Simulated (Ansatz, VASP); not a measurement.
**Hf in VASP and in Ansatz**

INCAR

```
SYSTEM = Hf
PREC     = Accurate       ! precision mode
ENCUT    = 520            ! plane-wave cutoff, eV
EDIFF    = 1E-7           ! SCF threshold, eV
ISMEAR   = -1             ! smearing method
SIGMA    = 0.05           ! smearing width, eV
LREAL    = .FALSE.        ! projectors in reciprocal space
LASPH    = .TRUE.         ! aspherical terms in the spheres
NELM     = 80             ! most SCF steps
ALGO     = Normal         ! electronic algorithm
ISIF     = 2              ! what is computed and relaxed
LWAVE    = .FALSE.        ! write WAVECAR
LCHARG   = .FALSE.        ! write CHGCAR
GGA      = PS             ! functional
NBANDS   = 11             ! bands
```

File KPOINTS:

```
regular mesh
0
G
  14 14 14
  0 0 0
```

File POSCAR:

```
Hf
1.0
   -1.8230500000      1.8230500000      1.8050000000
    1.8230500000     -1.8230500000      1.8050000000
    1.8230500000      1.8230500000     -1.8050000000
Hf
1
Direct
    0.0000000000      0.0000000000      0.0000000000
```

Input for Ansatz:

```yaml
crystal:
  lattice:
    - [-1.82305, 1.82305, 1.805]
    - [1.82305, -1.82305, 1.805]
    - [1.82305, 1.82305, -1.805]
  atoms:
    - { symbol: Hf, position: [0.0, 0.0, 0.0] }
kpoints:
  mp_grid: { grid: [14, 14, 14] }
  band_path:
    path:
      - [0.0, 0.0, 0.0]
      - [0.0, 0.0, 0.5]
      - [-0.5, 0.5, 0.5]
      - [0.0, 0.0, 0.0]
      - [0.4950740124, 0.4950740124, -0.4950740124]
      - [-0.4950740124, 0.5049259876, 0.4950740124]
      - [-0.5, 0.5, 0.5]
      - [0.0, 0.0, 0.5]
      - [0.25, 0.25, 0.25]
    npoints: 5
scf:
  occupations: { method: fermi_dirac, width: 0.05 }
hamiltonian:
  xc: pbesol
  pseudopotentials: { kind: all_electron, lapw: { basis_error: 0.0005 } }
output:
  forces: true
  stress: true
  eigenvalues: true
```

Change from the starting cell: equal xx and yy strain of +1 %.

Alike in both runs: task single point; functional PBEsol; k mesh 14 × 14 × 14; occupations fermi-dirac, width 0.05 eV; no spin polarisation.

|  | VASP | Ansatz |
| --- | --- | --- |
| version | VASP 6.6.1 | Ansatz 0.2.0 |
| potentials or method | VASP PAW PBE potentials, release 64 (Hf_pv), cutoff 520 eV | all-electron LAPW, scalar-relativistic |

|  | VASP | Ansatz | Ansatz less VASP |
| --- | --- | --- | --- |
| pressure (GPa) | -10.8 | -10.4 | +0.34 |
| traceless stress, the component that is largest in VASP (GPa) | -0.40 | -0.39 | +0.010 |

VASP's potentials were made for PBE, not for PBEsol. Ansatz ran all-electron here, and VASP with PAW potentials.

Neither program's run includes spin-orbit coupling.
